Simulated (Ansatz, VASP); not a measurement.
**Two plane-wave programs on Be**

```
Be
1.0
    -1.45913    1.19633    1.06756
     1.19633   -1.45913    1.06756
     2.64082    2.64082   -1.54889
Be
2
Cartesian
  -1.3487 1.0858 1.0676
  0.4147 1.9634 0.2931
```

Alike in both runs: task single point; functional LDA; k mesh 30 × 30 × 15; occupations fermi-dirac, width 0.1 eV; no spin polarisation.

```csv
,VASP,Ansatz
version,VASP 6.6.1,Ansatz 0.2.0
potentials or method,"VASP PAW LDA potentials, release 64 (Be), cutoff 520 eV","plane waves (420 eV) with PAW, scalar-relativistic"
valence electrons in the cell,4,4
```

```tsv
	VASP	Ansatz	Ansatz less VASP
pressure (GPa)	13.2	12.6	-0.57
traceless stress, the component that is largest in VASP (GPa)	1.12	1.12	0.000
```

Ansatz warns that its potentials were made for another functional, while VASP's fit it. LDA's correlation is that of Perdew and Zunger in VASP and of Perdew and Wang (1992) in Ansatz.
